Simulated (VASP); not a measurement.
# ZnO (P6_3mc) in VASP: notebook

ZnO is run at these levels: PBE; tasks: single point.

Program: VASP 6.6.1. These are calculated values, not measurements. Logs are shortened: lines on timing, memory, paths and dates and some standing lists are left out, and cuts for length are marked.

**1. The cell of the first run**

It takes space group P6_3mc (No. 186, hexagonal). The conventional cell has a = 3.197 Å, b = 3.197 Å, c = 5.376 Å, α = 90.00°, β = 90.00°, γ = 120.00°. Zn (site symmetry 3m) has 4 O at 1.95 to 2.05 Å within 2.6 Å. O (site symmetry 3m) has 4 Zn at 1.95 to 2.05 Å within 2.6 Å.

**2. Single point, PBE**

INCAR

```
SYSTEM = ZnO
  ALGO = Normal
  EDIFF = 1E-6
  ENCUT = 1340
  GGA = PE
  GGA_COMPAT = .FALSE.
  ISIF = 2
  ISMEAR = 0
  LASPH = .TRUE.
  LCHARG = .TRUE.
  LELF = .TRUE.
  LREAL = .FALSE.
  LVHAR = .TRUE.
  LWAVE = .FALSE.
  NBANDS = 26
  NELM = 120
  PREC = Accurate
  SIGMA = 0.05
```

KPOINTS

```
k-points
0
G
  12 12 6
  0 0 0
```

POSCAR

```
ZnO
1.0
    3.1969799007      0.0000000000      0.0000000000
   -1.5984899503      2.7686658094      0.0000000000
    0.0000000000      0.0000000000      5.3758457155
Zn O
2 2
Direct
    0.3333333333      0.6666666667      0.0000000000
    0.6666666667      0.3333333333      0.5000000000
    0.3333333333      0.6666666667      0.3821000000
    0.6666666667      0.3333333333      0.8821000000
```

Potentials or basis: VASP PAW PBE potentials, release 64 (Zn, O_h).

Started as:

```sh
> cat potpaw_PBE.64/Zn/POTCAR potpaw_PBE.64/O_h/POTCAR > POTCAR
> mpirun -np 1 vasp_std > vasp.out
```

OUTCAR:

```text
SYSTEM = ZnO
   EDIFF = 1E-6
   ENCUT = 1340
   GGA = PE
   ISIF = 2
   ISMEAR = 0
   LASPH = .TRUE.
   LREAL = .FALSE.
   NELM = 120
   PREC = Accurate

 ion  position               nearest neighbor table
   1  0.333  0.667  0.000-   4 1.95   4 1.95   4 1.95   3 2.05
   2  0.667  0.333  0.500-   3 1.95   3 1.95   3 1.95   4 2.05
   3  0.333  0.667  0.382-   2 1.95   2 1.95   2 1.95   1 2.05
   4  0.667  0.333  0.882-   1 1.95   1 1.95   1 1.95   2 2.05

  LATTYP: Found a hexagonal cell.
 ALAT       =     3.1969799007
 C/A-ratio  =     1.6815387905

  Lattice vectors:

 A1 = (   3.1969799007,   0.0000000000,   0.0000000000)
 A2 = (  -1.5984899503,   2.7686658094,   0.0000000000)
 A3 = (   0.0000000000,   0.0000000000,   5.3758457155)

Analysis of symmetry for initial positions (statically):
=====================================================================
 Subroutine PRICEL returns:
 Original cell was already a primitive cell.

 Routine SETGRP: Setting up the symmetry group for a
 hexagonal supercell.

 Subroutine GETGRP returns: Found 12 space group operations
 (whereof  6 operations were pure point group operations)
 out of a pool of 24 trial point group operations.

The static configuration has the point symmetry C_3v.
 The point group associated with its full space group is C_6v.

Analysis of symmetry for dynamics (positions and initial velocities):
=====================================================================
 Subroutine PRICEL returns:
 Original cell was already a primitive cell.

 Routine SETGRP: Setting up the symmetry group for a
 hexagonal supercell.

 Subroutine GETGRP returns: Found 12 space group operations
 (whereof  6 operations were pure point group operations)
 out of a pool of 24 trial point group operations.

The dynamic configuration has the point symmetry C_3v.
 The point group associated with its full space group is C_6v.

 Subroutine INISYM returns: Found 12 space group operations
 (whereof  6 operations are pure point group operations),
 and found     1 'primitive' translations

----------------------------------------------------------------------------------------

                                     Primitive cell

  volume of cell :      47.5836

  direct lattice vectors                    reciprocal lattice vectors
     3.196979901  0.000000000  0.000000000     0.312795210  0.180592399  0.000000000
    -1.598489950  2.768665809  0.000000000     0.000000000  0.361184798  0.000000000
     0.000000000  0.000000000  5.375845715     0.000000000  0.000000000  0.186017243

  length of vectors
     3.196979901  3.196979901  5.375845715     0.361184798  0.361184798  0.186017243

  position of ions in fractional coordinates (direct lattice)
     0.333333333  0.666666667  0.000000000
     0.666666667  0.333333333  0.500000000
     0.333333333  0.666666667  0.382100000
     0.666666667  0.333333333  0.882100000

  ion indices of the primitive-cell ions
   primitive index   ion index
                 1           1
                 2           2
                 3           3
                 4           4

----------------------------------------------------------------------------------------

 KPOINTS: k-points

Automatic generation of k-mesh.
 Grid dimensions read from file:
 generate k-points for:   12   12    6

 Generating k-lattice:

  Cartesian coordinates                     Fractional coordinates (reciprocal lattice)
     0.026066268  0.015049367  0.000000000     0.083333333  0.000000000  0.000000000
     0.000000000  0.030098733  0.000000000     0.000000000  0.083333333  0.000000000
     0.000000000  0.000000000  0.031002874     0.000000000  0.000000000  0.166666667

  Length of vectors
     0.030098733  0.030098733  0.031002874

  Shift w.r.t. Gamma in fractional coordinates (k-lattice)
     0.000000000  0.000000000  0.000000000

 Subroutine IBZKPT returns following result:
 ===========================================

 Found     76 irreducible k-points:

 Following reciprocal coordinates:
            Coordinates               Weight
  0.000000  0.000000  0.000000      1.000000
  0.083333  0.000000  0.000000      6.000000
  0.166667  0.000000  0.000000      6.000000
  0.250000  0.000000  0.000000      6.000000
  0.333333  0.000000  0.000000      6.000000
  0.416667  0.000000  0.000000      6.000000
[... 16 lines left out ...]
  0.250000  0.000000  0.166667     12.000000
  0.333333  0.000000  0.166667     12.000000
 [... further k-points ...]
   k-points           NKPTS =     76   k-points in BZ     NKDIM =     76   number of bands    NBANDS=     26
   number of dos      NEDOS =    301   number of ions     NIONS =      4
   total plane-waves  NPLWV = 102400
   dimension x,y,z NGX =    40 NGY =   40 NGZ =   64
   dimension x,y,z NGXF=    80 NGYF=   80 NGZF=  128
   ions per type =               2   2
   NGX,Y,Z   is equivalent  to a cutoff of  20.80, 20.80, 19.79 a.u.
   NGXF,Y,Z  is equivalent  to a cutoff of  41.60, 41.60, 39.58 a.u.
 SYSTEM =  ZnO
   PREC   = accura    normal or accurate (medium, high low for compatibility)
   ISTART =      0    job   : 0-new  1-cont  2-samecut
   ICHARG =      2    charge: 1-file 2-atom 10-const
   ISPIN  =      1    spin polarized calculation?
   LNONCOLLINEAR =      F non collinear calculations
   LSORBIT =      F    spin-orbit coupling
   LASPH  =      T    aspherical Exc in radial PAW
   ENCUT  = 1340.0 eV  98.49 Ry    9.92 a.u.   9.54  9.54 16.05*2*pi/ulx,y,z
   NELM   =    120;   NELMIN=  2; NELMDL= -5     # of ELM steps
   EDIFF  = 0.1E-05   stopping-criterion for ELM
   LREAL  =      F    real-space projection
   EDIFFG = 0.1E-04   stopping-criterion for IOM
   NSW    =      0    number of steps for IOM
   IBRION =     -1    ionic relax: 0-MD 1-quasi-New 2-CG
   NFREE  =      0    steps in history (QN), initial steepest desc. (CG)
   ISIF   =      2    stress and relaxation
   ISYM   =      2    0-nonsym 1-usesym 2-fastsym
   POTIM  = 0.5000    time-step for ionic-motion
   TEBEG  =    0.0;   TEEND  =   0.0 temperature during run
   PSTRESS=    0.0 pullay stress
   NELECT =      36.0000    total number of electrons
   NUPDOWN=      -1.0000    fix difference up-down
   EMIN   =  10.00;   EMAX   =-10.00  energy-range for DOS
   EFERMI =   0.00;   METHOD = LEGACY
   ISMEAR =     0;   SIGMA  =   0.05  broadening in eV -4-tet -1-fermi 0-gaus
   EFERMI_NEDOS =   21; number of points for ismear=-14 and -15
   IALGO  =     38    algorithm
   IMIX   =      4    mixing-type and parameters
     AMIX     =   0.40;   BMIX     =  1.00
     AMIX_MAG =   1.60;   BMIX_MAG =  1.00
  volume/ion in A,a.u.               =      11.90        80.28
  Fermi-wavevector in a.u.,A,eV,Ry     =   1.491729  2.818959 30.276436  2.225255
  Thomas-Fermi vector in A             =   2.604347
   LORBIT       =      0    0 simple, 1 ext, 2 COOP (PROOUT), +10 PAW based schemes
   GGA     = PE    functional components
   LHFCALC =     F    Hartree Fock is set to
   AEXX    =    0.0000 exact exchange contribution
   IVDW    =     0    specifies the selected vdW correction
   LEPSILON=     F    determine dielectric tensor
   LRPA    =     F    only Hartree local field effects (RPA)
 non-spin polarized calculation
 Gauss-broadening in eV      SIGMA  =   0.05
  energy-cutoff  :     1340.00
  volume of cell :       47.58
 maximum number of plane-waves:      5360
 NGX is ok and might be reduce to    40

 number of electron      35.9999998 magnetization

 Free energy of the ion-electron system (eV)
  ---------------------------------------------------
  ext. energy  EPLUGINS =         0.00000000
  ---------------------------------------------------
  free energy    TOTEN  =       -17.78726470 eV

  energy without entropy =      -17.78726470  energy(sigma->0) =      -17.78726470

 E-fermi :   1.8104     XC(G=0): -10.9162

 val. band max:        1.5849820764   @ k =   0.0000   0.0000   0.0000
 cond. band min:       2.3015461532   @ k =   0.0000   0.0000   0.0000
 fundamental gap:      0.7165640768
 Fermi energy:         1.8104049305

 k-point     1 :       0.0000    0.0000    0.0000
  band No.  band energies     occupation
      1     -16.5769      2.00000
      2     -15.9257      2.00000
      3      -4.2177      2.00000
      4      -4.2177      2.00000
      5      -4.1898      2.00000
      6      -4.1106      2.00000
[... 18 lines left out ...]
     25      15.9948      0.00000
     26      15.9948      0.00000

 k-point     2 :       0.0833    0.0000    0.0000
  band No.  band energies     occupation
      1     -16.5366      2.00000
      2     -15.9046      2.00000
      3      -4.2636      2.00000
      4      -4.1924      2.00000
      5      -4.1282      2.00000
      6      -4.0905      2.00000
[... 18 lines left out ...]
     25      15.4484      0.00000
     26      16.0876      0.00000

 k-point     3 :       0.1667    0.0000    0.0000
  band No.  band energies     occupation
      1     -16.4232      2.00000
      2     -15.8479      2.00000
      3      -4.3741      2.00000
      4      -4.1252      2.00000
      5      -4.1051      2.00000
      6      -3.9996      2.00000
[... 18 lines left out ...]
     25      15.1941      0.00000
     26      16.1584      0.00000

 k-point     4 :       0.2500    0.0000    0.0000
  band No.  band energies     occupation
      1     -16.2596      2.00000
      2     -15.7741      2.00000
      3      -4.4848      2.00000
      4      -4.1435      2.00000
      5      -4.0405      2.00000
      6      -3.8775      2.00000
[... 18 lines left out ...]
     25      15.2207      0.00000
     26      15.9856      0.00000
[... 496 lines left out ...]
      1     -16.3862      2.00000
      2     -15.8879      2.00000
      3      -4.3946      2.00000
      4      -4.2119      2.00000
      5      -4.1159      2.00000
      6      -4.0209      2.00000
[... 18 lines left out ...]
     25      15.0537      0.00000
     26      15.9740      0.00000

 k-point    23 :       0.2500    0.0000    0.1667
  band No.  band energies     occupation
      1     -16.2276      2.00000
      2     -15.8070      2.00000
      3      -4.5046      2.00000
      4      -4.2349      2.00000
      5      -4.0274      2.00000
      6      -3.8962      2.00000
[... 18 lines left out ...]
     25      15.2289      0.00000
     26      15.8783      0.00000

 k-point    24 :       0.3333    0.0000    0.1667
  band No.  band energies     occupation
      1     -16.0554      2.00000
      2     -15.7332      2.00000
      3      -4.5555      2.00000
      4      -4.2721      2.00000
      5      -3.9505      2.00000
      6      -3.7457      2.00000
[... 18 lines left out ...]
     25      15.2177      0.00000
     26      15.8450      0.00000

 [... further k-points ...]
[... 5 lines left out ...]
  --------------------------------------------------------------------------------------
  -------------------------------------------------------------------------------------
  Total        2.9577158      2.9577158     -0.1535830      0.0000000      0.0000000      0.0000000
  in kB       99.5886371     99.5886371     -5.1712621      0.0000000      0.0000000      0.0000000
  external PRESSURE =      64.6686707 kB  Pullay stress =       0.0000000 kB

 VOLUME and BASIS-vectors are now :
 -----------------------------------------------------------------------------
  energy-cutoff  :     1340.00
  volume of cell :       47.58
      direct lattice vectors                 reciprocal lattice vectors
     3.196979901  0.000000000  0.000000000     0.312795210  0.180592399  0.000000000
    -1.598489950  2.768665809  0.000000000     0.000000000  0.361184798  0.000000000
     0.000000000  0.000000000  5.375845715     0.000000000  0.000000000  0.186017243

 POSITION                                       TOTAL-FORCE (eV/Angst)
 -----------------------------------------------------------------------------------
     -0.00000      1.84578      0.00000         0.000000     -0.000000      0.422296
      1.59849      0.92289      2.68792        -0.000000     -0.000000      0.422296
     -0.00000      1.84578      2.05411         0.000000     -0.000000     -0.422296
      1.59849      0.92289      4.74203        -0.000000      0.000000     -0.422296
 -----------------------------------------------------------------------------------
    total drift:                               -0.000000      0.000000     -0.000468

  FREE ENERGIE OF THE ION-ELECTRON SYSTEM (eV)
  ---------------------------------------------------
  free  energy   TOTEN  =       -17.7872647047 eV

  energy  without entropy=      -17.7872647047  energy(sigma->0) =      -17.78726470
```

Run time: 4.6 min. Hardware: 1 thread of AMD EPYC 7R13 (Zen 3), shared host; peak memory 0.49 GiB.

What came out:

```yaml
Free_energy: -17.7873 eV
Pressure: 6.5 GPa
Largest_force: 0.422 eV/Å
Band_gap_on_the_k_mesh: 0.72 eV
```

Forces on the atoms (eV/Å):
```
Zn   0.000  0.000  0.422
Zn   0.000  0.000  0.422
O    0.000  0.000 -0.422
O    0.000  0.000 -0.422
```

Caveat: the stress differs along the axes, from -1 to 10 GPa; semilocal functionals underestimate gaps, and a narrow one can read as zero.

**3. Single point, PBE**

This run uses another cell than the first one, of the same volume but with other edges.

INCAR

```
SYSTEM = ZnO
PREC     = Accurate       ! precision mode
ENCUT    = 1340           ! plane-wave cutoff, eV
EDIFF    = 1E-6           ! SCF threshold, eV
ISMEAR   = 0              ! smearing method
SIGMA    = 0.05           ! smearing width, eV
LREAL    = .FALSE.        ! projectors in reciprocal space
LASPH    = .TRUE.         ! aspherical terms in the spheres
NELM     = 120            ! most SCF steps
ALGO     = Normal         ! electronic algorithm
ISIF     = 2              ! what is computed and relaxed
LWAVE    = .FALSE.        ! write WAVECAR
LCHARG   = .FALSE.        ! write CHGCAR
GGA      = PE             ! functional
NBANDS   = 26             ! bands
GGA_COMPAT= .FALSE.
```

KPOINTS

```
regular mesh
0
G
  12 12 6
  0 0 0
```

POSCAR

```
ZnO
1.0
    2.9772951375      0.0000000000      0.0000000000
   -1.4886475687      2.5784132237      0.0000000000
    0.0000000000      0.0000000000      6.1984461370
Zn O
2 2
Direct
    0.3333333333      0.6666666667      0.0000000000
    0.6666666667      0.3333333333      0.5000000000
    0.3333333333      0.6666666667      0.3821000000
    0.6666666667      0.3333333333      0.8821000000
```

Potentials or basis: VASP PAW PBE potentials, release 64 (Zn, O_h).

Started as:

```sh
> cat potpaw_PBE.64/Zn/POTCAR potpaw_PBE.64/O_h/POTCAR > POTCAR
> mpirun -np 1 vasp_std > vasp.out
```

Run time: 4.6 min. Hardware: 1 thread of Intel Xeon Platinum 8259CL at 2.50GHz (Skylake/Cascade Lake), shared host; peak memory 0.53 GiB.

Results (log left out):

* Free energy: -16.5315 eV
* Pressure: 18.3 GPa
* Largest force: 1.197 eV/Å
* Band gap on the k mesh: 0.02 eV

Forces in eV/Å, atoms in the order of the input:
```
Zn   0.000  0.000  1.197
Zn   0.000  0.000  1.197
O    0.000  0.000 -1.197
O    0.000  0.000 -1.197
```

Stress tensor (GPa, compression positive):
```
 33.64   0.00   0.00
  0.00  33.64   0.00
  0.00   0.00 -12.48
```

Levels at points of the mesh, in eV from the valence-band top:
```
           k point  band 16  band 17  band 18  band 19  band 20  band 21
(0.00, 0.00, 0.00)    -0.30     0.00     0.00     0.02     4.87     6.63
(0.50, 0.00, 0.00)    -1.85    -1.74    -1.16     5.18     6.10     6.34
(0.00, 0.00, 0.50)    -0.15    -0.15    -0.15     2.56     2.56     8.60
(0.50, 0.00, 0.50)    -2.18    -1.45    -1.45     4.86     4.86     7.84
```

Caveat: the stress differs along the axes, from -12 to 34 GPa; the smearing spreads over this small gap; semilocal functionals underestimate gaps, and a narrow one can read as zero; forces of over 1 eV/Å act on the atoms, so gaps and moduli don't describe the material at rest.

The gap in the log of VASP goes by the Fermi energy; the results here count the filled bands.